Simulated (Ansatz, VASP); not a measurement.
**LiTiH3: VASP beside Ansatz**

```
Li Ti H
1.0
    -2.46621    2.46621    3.62717
     2.46621   -2.46621    3.62717
     2.46621    2.46621   -3.62717
Li Ti H
2 2 6
Direct
  0.75000 0.25000 0.50000
  0.25000 0.75000 0.50000
  0.50000 0.50000 0.00000
  0.00000 0.00000 0.00000
  0.33578 0.83578 0.17157
  0.83578 0.66422 0.50000
  0.75000 0.75000 0.00000
  0.66422 0.16422 0.82843
  0.16422 0.33578 0.50000
  0.25000 0.25000 0.00000
```

Alike in both runs: task relaxation of cell and atoms; functional PBE; k mesh 12 × 12 × 12; occupations gaussian, width 0.1 eV; no spin polarisation.

|  | VASP | Ansatz |
| --- | --- | --- |
| version | VASP 6.6.1 | Ansatz 0.2.0 |
| potentials or method | VASP PAW PBE potentials, release 64 (Li_sv, Ti_sv, H), cutoff 600 eV | scalar-relativistic, plane waves, PAW |
| valence electrons in the cell | 36 | 36 |

```csv
,VASP,Ansatz,Ansatz less VASP
"gap on the k mesh at the Fermi level, each at its own relaxed structure (eV)",none,none,-
relaxed volume (Å³/atom),8.81,8.79,-0.013
relaxed length of the cell vector where the two differ most in proportion (Å),5.029,5.028,-0.0012
```

A gap of «none» marks a metal or a gap that the smearing closes.

Noted on VASP's run: the cutoff is under 1.25 times that of the potentials, so the pressure is a little rough.
